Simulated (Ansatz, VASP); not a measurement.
## One calculation of Nb, two programs

```
CELL_PARAMETERS angstrom
-1.67770 1.67770 1.67770
1.67770 -1.67770 1.67770
1.67770 1.67770 -1.67770
ATOMIC_POSITIONS crystal
Nb 0.00000 0.00000 0.00000
```

Change from the starting cell: volume scaled by 1.025, PAW files.

Alike in both runs: task electric field gradients; functional PBE; k mesh 15 × 15 × 15; occupations fermi-dirac, width 0.03 eV; no spin polarisation.

```csv
,VASP,Ansatz
version,VASP 6.6.1,Ansatz 0.2.0
potentials or method,"VASP PAW PBE potentials, release 64 (Nb_sv)","PAW with Ansatz's default frozen-core files, scalar-relativistic"
plane-wave cutoff (eV),520,420
valence electrons in the cell,13,13
```

VASP gave:

| Property | Result |
| --- | --- |
| pressure (GPa) | -6.6 |

**Question.** Estimate Ansatz's values.

**Answer.** Pressure (GPa): -6.3.
